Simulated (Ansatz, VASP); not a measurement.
# Two plane-wave programs on NiSb

The input INCAR:

```
SYSTEM = NiSb
  PREC = Accurate
  ENCUT = 520
  EDIFF = 1E-6
  ISMEAR = -1
  SIGMA = 0.02
  LREAL = .False.
  LASPH = .True.
  NELM = 150
  ALGO = Normal
  ISIF = 2
  LWAVE = .False.
  LCHARG = .False.
  ISPIN = 2
  MAGMOM = 0 0 1 1
  LORBIT = 11
  LMAXMIX = 4
  GGA = PE
  NBANDS = 27
```

File KPOINTS:

```
regular mesh
0
Gamma
  10 10 6
  0 0 0
```

Contents of POSCAR:

```
NiSb
1.0
    3.9280000000      0.0000000000      0.0000000000
   -1.9640000000      3.4017477861      0.0000000000
    0.0000000000      0.0000000000      5.1200000000
Sb Ni
2 2
Direct
    0.6666666667      0.3333333333      0.7695312500
    0.3333333333      0.6666666667      0.2500000000
    0.0000000000      0.0000000000      0.5000000000
    0.0000000000      0.0000000000      0.0000000000
```

Input for Ansatz:

```yaml
crystal:
  lattice:
    - [3.928, 0.0, 0.0]
    - [-1.964, 3.4017477861, 0.0]
    - [0.0, 0.0, 5.12]
  atoms:
    - { symbol: Sb, position: [0.6666666667, 0.3333333333, 0.76953125] }
    - { symbol: Sb, position: [0.3333333333, 0.6666666667, 0.25] }
    - { symbol: Ni, position: [0.0, 0.0, 0.5], spin: 1.0 }
    - { symbol: Ni, position: [0.0, 0.0, 0.0], spin: 1.0 }
magnetization:
  spin_polarized: true
hamiltonian:
  xc: pbe
  pseudopotentials: { kind: paw }
kpoints:
  mp_grid: { grid: [10, 10, 6] }
scf:
  occupations: { method: fermi_dirac, width: 0.02 }
  convergence: { dr2_threshold: 1.0e-09 }
basis:
  ecutwfc: 600
output:
  forces: true
  stress: true
```

Alike in both runs: task single point; functional PBE; k mesh 10 × 10 × 6; occupations fermi-dirac, width 0.02 eV; collinear spin.

|  | VASP | Ansatz |
| --- | --- | --- |
| version | VASP 6.6.1 | Ansatz 0.2.0 |
| potentials or method | VASP PAW PBE potentials, release 64 (Sb, Ni), cutoff 520 eV | scalar-relativistic, plane waves, PAW |
| valence electrons in the cell | 30 | 66 |

```csv
,VASP,Ansatz,Ansatz less VASP
pressure (GPa),4.0,4.0,+0.04
"traceless stress, the component that is largest in VASP (GPa)",-0.45,-0.53,-0.081
rms of the force components (eV/Å),0.240,0.241,+0.0006
net moment per atom (μB),0.00,0.00,0.000
```

Atom by atom the forces differ by 0.001 eV/Å (rms over components). VASP's potentials hold 30 valence electrons a cell and Ansatz's 66, so a difference there can come from the potentials and not from the codes. Ansatz's warnings: seeded moment not kept, stress scf threshold loose.

Spin-orbit coupling is off throughout.
